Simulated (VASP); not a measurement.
Write the native input for VASP 6.6.1 that does the following.

```
Task                   : single point
Functional             : RPBE
Dispersion             : D3(BJ)
Potentials or basis    : VASP PAW PBE potentials, release 64 (Mn_pv, O)
Cutoff                 : 520 eV
k mesh                 : 10 × 10 × 9
Occupations            : fermi-dirac, width 0.05 eV
Spin                   : collinear spin, ferromagnetic start
Starting moments       : [4.0, 0.0] μB
Dipole correction      : no
Further INCAR settings : ALGO = Normal; EDIFF = 1e-07; NBANDS = 20
```

The structure of MnO lies in POSCAR:

```
MnO
1.0
    2.9321917339      0.0000000029      0.0000000000
   -1.4660958694      2.5393525289      0.0000000000
    0.0000000000      0.0000000000      2.7481528520
Mn O
1 1
Direct
    0.0000000000      0.0000000000      0.0000000000
    0.6666666667      0.3333333333      0.5000000000
```

The input as run:

INCAR

```
PREC     = Accurate       # precision mode
ENCUT    = 520            # plane-wave cutoff, eV
EDIFF    = 1E-7           # SCF threshold, eV
ISMEAR   = -1             # smearing method
SIGMA    = 0.05           # smearing width, eV
LREAL    = False          # projectors in reciprocal space
LASPH    = True           # aspherical terms in the spheres
NELM     = 150            # most SCF steps
ALGO     = Normal         # electronic algorithm
ISIF     = 2              # what is computed and relaxed
LWAVE    = False          # write WAVECAR
LCHARG   = False          # write CHGCAR
ISPIN    = 2              # spin polarisation
MAGMOM   = 4 0            # initial moments
LORBIT   = 11             # projections on sites
LMAXMIX  = 4              # l up to which the mixer works
GGA      = RP             # functional
IVDW     = 12             # dispersion correction
NBANDS   = 20             # bands
```

KPOINTS

```
regular mesh
0
Gamma
  10 10 9
```

Potentials or basis: VASP PAW PBE potentials, release 64 (Mn_pv, O).

Launch:

```bash
$ cat potpaw_PBE.64/Mn_pv/POTCAR potpaw_PBE.64/O/POTCAR > POTCAR
$ mpirun -np 1 vasp_std > vasp.out
```

Results of the run:

The pressure is 0.4 GPa, the net moment is 4.54 μB per cell and the site moments are Mn +4.13; O +0.17 μB. The valence electrons inside the program's atomic spheres are Mn 11.44; O 5.01 and the dispersion energy per atom is -0.865 eV.

Caveat: the PAW data sets were made with another functional, which shifts forces and pressure a little; a cell with one magnetic atom can't hold antiferromagnetic order, which such compounds often take; pairwise dispersion overbinds metals, which lowers pressure and volume.

Wall time 28 s on 1 thread of Intel(R) Xeon(R) Platinum 8488C (Sapphire Rapids), on a shared host, peak memory 0.18 GiB.
